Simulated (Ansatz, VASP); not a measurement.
HPbNO4 in VASP and in Ansatz

File INCAR:

```
SYSTEM = HPbNO4
ALGO     = Normal         ! electronic algorithm
EDIFF    = 1E-6           ! SCF threshold, eV
EDIFFG   = -0.02          ! ionic threshold
ENCUT    = 600            ! plane-wave cutoff, eV
GGA      = PE             ! functional
IBRION   = 2              ! ionic algorithm
ISIF     = 3              ! what is computed and relaxed
ISMEAR   = -1             ! smearing method
IVDW     = 13             ! dispersion correction
LASPH    = .True.         ! aspherical terms in the spheres
LCHARG   = .False.        ! write CHGCAR
LREAL    = .False.        ! projectors in reciprocal space
LWAVE    = .False.        ! write WAVECAR
NELM     = 80             ! most SCF steps
NSW      = 80             ! ionic steps
PREC     = Accurate       ! precision mode
SIGMA    = 0.05           ! smearing width, eV
```

The input KPOINTS:

```
k-points
0
Gamma
  4 4 3
  0 0 0
```

POSCAR

```
HPbNO4
1.0
    3.8570700000      0.0017800000     -0.0365800000
    0.1735300000      4.3343600000     -0.0164700000
    0.7580300000      0.8387300000      5.8766200000
H Pb N O
1 1 1 4
Direct
    0.6151100000      0.8955900000      0.1984400000
    0.6459700000      0.4465100000      0.9168500000
    0.7147400000      0.2381000000      0.5005800000
    0.1695800000      0.4700700000      0.7776800000
    0.6291900000      0.9704500000      0.4984500000
    0.5642400000      0.9258300000      0.0384900000
    0.7802200000      0.4225000000      0.3195100000
```

Contents of input.yaml:

```yaml
crystal:
  lattice:
    - [3.85707, 0.00178, -0.03658]
    - [0.17353, 4.33436, -0.01647]
    - [0.75803, 0.83873, 5.87662]
  atoms:
    - { symbol: H, position: [0.61511, 0.89559, 0.19844] }
    - { symbol: Pb, position: [0.64597, 0.44651, 0.91685] }
    - { symbol: "N", position: [0.71474, 0.2381, 0.50058] }
    - { symbol: O, position: [0.16958, 0.47007, 0.77768] }
    - { symbol: O, position: [0.62919, 0.97045, 0.49845] }
    - { symbol: O, position: [0.56424, 0.92583, 0.03849] }
    - { symbol: O, position: [0.78022, 0.4225, 0.31951] }
kpoints:
  mp_grid: { grid: [4, 4, 3] }
scf:
  occupations: { method: fermi_dirac, width: 0.05 }
hamiltonian:
  xc: pbe
  dispersion: d4
  pseudopotentials: { kind: all_electron, datasets: crystal }
output:
  forces: true
  stress: true
relax:
  f_tol: 0.02
  max_steps: 60
  cell: {}
```

Alike in both runs: task relaxation of cell and atoms; functional PBE; dispersion D4; k mesh 4 × 4 × 3; occupations fermi-dirac, width 0.05 eV; no spin polarisation.

```csv
,VASP,Ansatz
version,VASP 6.6.1,Ansatz 0.2.0
potentials or method,"VASP PAW PBE potentials, release 64 (H, Pb_d, N, O), cutoff 600 eV",all-electron PAW datasets made for the crystal
```

VASP gave:

* gap on the k mesh at the Fermi level, each at its own relaxed structure (eV): 0.75
* relaxed volume (Å³/atom): 12.68
* relaxed length of the cell vector where the two differ most in proportion (Å): 5.844

Q: Which values does Ansatz return?

A: gap on the k mesh at the Fermi level, each at its own relaxed structure (eV): 0.70; relaxed volume (Å³/atom): 12.83; relaxed length of the cell vector where the two differ most in proportion (Å): 5.874.

Ansatz ran all-electron here, and VASP with PAW potentials.

Neither program's run includes spin-orbit coupling. Noted on VASP's run: the standard files for N, O and F lose accuracy on very short bonds.
